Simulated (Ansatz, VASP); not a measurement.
Bi2Te2O in VASP and in Ansatz

File INCAR:

```
  ALGO = Normal
  EDIFF = 1E-7
  EDIFFG = -0.04
  ENCUT = 600
  GGA = PE
  IBRION = 2
  ISIF = 3
  ISMEAR = 0
  LASPH = T
  LCHARG = F
  LREAL = F
  LWAVE = F
  NELM = 100
  NSW = 90
  PREC = Accurate
  SIGMA = 0.1
```

Contents of KPOINTS:

```
k-points
0
Gamma
  4 4 4
```

The input POSCAR:

```
Bi2Te2O
1.0
    5.2626653500      0.0000000000      0.0000000000
    0.0000000000      5.2626653500      0.0000000000
    0.0000000000      0.0000000000      5.0931158400
Bi Te O
2 2 1
Direct
    0.0000000000      0.5000000000      0.1772806200
    0.5000000000      0.0000000000      0.8227193800
    0.0000000000      0.0000000000      0.5000000000
    0.5000000000      0.5000000000      0.0000000000
    0.0000000000      0.0000000000      0.0000000000
```

Input for Ansatz:

```yaml
crystal:
  lattice:
    - [5.26266535, 0.0, 0.0]
    - [0.0, 5.26266535, 0.0]
    - [0.0, 0.0, 5.09311584]
  atoms:
    - { symbol: Bi, position: [0.0, 0.5, 0.17728062] }
    - { symbol: Bi, position: [0.5, 0.0, 0.82271938] }
    - { symbol: Te, position: [0.0, 0.0, 0.5] }
    - { symbol: Te, position: [0.5, 0.5, 0.0] }
    - { symbol: O, position: [0.0, 0.0, 0.0] }
basis:
  ecutwfc: 420
kpoints:
  mp_grid: { grid: [4, 4, 4] }
hamiltonian:
  xc: pbe
scf:
  occupations: { method: gaussian, width: 0.1 }
  lower_state_search: "off"
output:
  forces: true
  stress: true
  eigenvalues: true
relax:
  adjacent_minimum: "off"
  f_tol: 0.04
  max_steps: 70
  cell: { stress_tol: 0.4 }
```

Alike in both runs: task relaxation of cell and atoms; functional PBE; k mesh 4 × 4 × 4; occupations gaussian, width 0.1 eV; no spin polarisation.

```csv
,VASP,Ansatz
version,VASP 6.6.1,Ansatz 0.2.0
potentials or method,"VASP PAW PBE potentials, release 64 (Bi_d, Te, O), cutoff 600 eV","scalar-relativistic, plane waves, PAW"
valence electrons in the cell,48,68
```

```csv
,VASP,Ansatz,Ansatz less VASP
"gap on the k mesh at the Fermi level, each at its own relaxed structure (eV)",none,none,-
relaxed volume (Å³/atom),29.79,29.73,-0.065
relaxed cell length with the largest relative difference (Å),4.435,4.372,-0.0626
```

A gap of «none» marks a metal or a gap that the smearing closes. VASP's potentials hold 48 valence electrons a cell and Ansatz's 68, so a difference there can come from the potentials and not from the codes.

Neither program's run includes spin-orbit coupling.
